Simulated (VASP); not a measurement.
Set up this calculation in VASP 6.6.1, as the native input.

```yaml
Task: single point
Functional: PBE
Potentials_or_basis: VASP PAW PBE potentials, release 64 (Pb_d, O)
Cutoff: 520 eV
k_mesh: 35 × 35 × 35
Occupations: fermi-dirac, width 0.0612256 eV
Spin: no spin polarisation
Dipole_correction: no
Further_INCAR_settings: ALGO = Normal; EDIFF = 1e-06; NBANDS = 20
```

The structure of PbO2 (fluorite type) lies in POSCAR:

```
PbO2
1.0
    0.0000000000      2.7410559412      2.7410559412
    2.7410559412      0.0000000000      2.7410559412
    2.7410559412      2.7410559412      0.0000000000
Pb O
1 2
Direct
    0.0000000000      0.0000000000      0.0000000000
    0.2500000000      0.2500000000      0.2500000000
    0.7500000000      0.7500000000      0.7500000000
```

One way to write it, as run:

INCAR

```
  PREC = Accurate
  ENCUT = 520
  EDIFF = 1E-6
  ISMEAR = -1
  SIGMA = 0.06122561905347299
  LREAL = False
  LASPH = True
  NELM = 100
  ALGO = Normal
  ISIF = 2
  LWAVE = False
  LCHARG = False
  GGA = PE
  NBANDS = 20
```

KPOINTS

```
regular mesh
0
Gamma
  35 35 35
```

Potentials or basis: VASP PAW PBE potentials, release 64 (Pb_d, O).

Launch:

```sh
$ cat potpaw_PBE.64/Pb_d/POTCAR potpaw_PBE.64/O/POTCAR > POTCAR
$ mpirun -np 1 vasp_std > vasp.out
```

It gave:

```yaml
Pressure: -4.7 GPa
Band_gap_on_the_k_mesh: zero (bands 13 and 14 overlap by 1.12 eV)
```

Caveat: the cell stands under tension; spin-orbit coupling is left out, which moves the levels of the heavy elements.

It took 42 min on 1 thread of Intel Xeon 8259CL (shared host), peak memory 0.86 GiB.
